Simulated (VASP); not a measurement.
Here is a VASP 6.6.1 calculation.

The input INCAR:

```
PREC = Accurate ; ENCUT = 910
EDIFF = 1E-6 ; ISMEAR = -1
SIGMA = 0.02 ; LREAL = False
LASPH = True ; NELM = 120
ALGO = Normal ; ISIF = 2
LWAVE = False ; LCHARG = True
GGA = PE ; LELF = True
LVHAR = True ; NBANDS = 28
GGA_COMPAT = False
```

The input KPOINTS:

```
Automatic mesh
0
Gamma
  8 4 6
```

POSCAR

```
SnO
1.0
    3.3031148357      0.0000000000      0.0000000000
    0.0000000000      5.7577048997      0.0000000000
    0.0000000000      0.0000000000      4.0008071511
Sn O
2 2
Direct
    0.0000000000      0.2294420330      0.5172649307
    0.5000000000      0.7705579670      0.0172649307
    0.0000000000      0.8935339453      0.7327360693
    0.5000000000      0.1064660547      0.2327360693
```

Potentials or basis: VASP PAW PBE potentials, release 64 (Sn_d, O_h).

Launch:

```console
$ cat potpaw_PBE.64/Sn_d/POTCAR potpaw_PBE.64/O_h/POTCAR > POTCAR
$ mpirun -np 1 vasp_std > vasp.out
```

Predict the pressure.

4.6 GPa.

What does it give for the largest force?

0.612 eV/Å.

Predict the band gap on the k mesh.

1.41 eV (least direct gap 2.10 eV).

Stress tensor (GPa, compression positive):
```
5.40 0.00 0.00
0.00 4.33 0.00
0.00 0.00 4.12
```

Caveat: the cutoff is under 1.25 times the usual one of these potentials, so pressure, stress and relaxed cells hold a basis-set (Pulay) error; the cell stands under pressure; spin-orbit coupling is left out, which moves the levels of the heavy elements. A k mesh can miss the band edges.
